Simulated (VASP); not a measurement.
A run of VASP 6.6.1 is set up as follows.

File INCAR:

```
SYSTEM = Y
  ALGO = Normal
  EDIFF = 1E-6
  ENCUT = 520
  ISIF = 2
  ISMEAR = -1
  LASPH = .TRUE.
  LCHARG = .FALSE.
  LREAL = .FALSE.
  LWAVE = .FALSE.
  NBANDS = 12
  NELM = 60
  PREC = Accurate
  SIGMA = 0.08
```

File KPOINTS:

```
k-points
0
G
  13 13 13
  0 0 0
```

POSCAR

```
Y
1.0
    0.0000000000      1.8510076718      1.8510076718
    1.8510076718      0.0000000000      1.8510076718
    1.8510076718      1.8510076718      0.0000000000
Y
1
Direct
    0.0000000000      0.0000000000      0.0000000000
```

Potentials or basis: VASP PAW LDA potentials, release 64 (Y_sv).

Launch:

```console
$ cat potpaw_LDA.64/Y_sv/POTCAR > POTCAR
$ mpirun -np 1 vasp_std > vasp.out
```

(1) Estimate the pressure.

Results:

(1) 143.4 GPa.
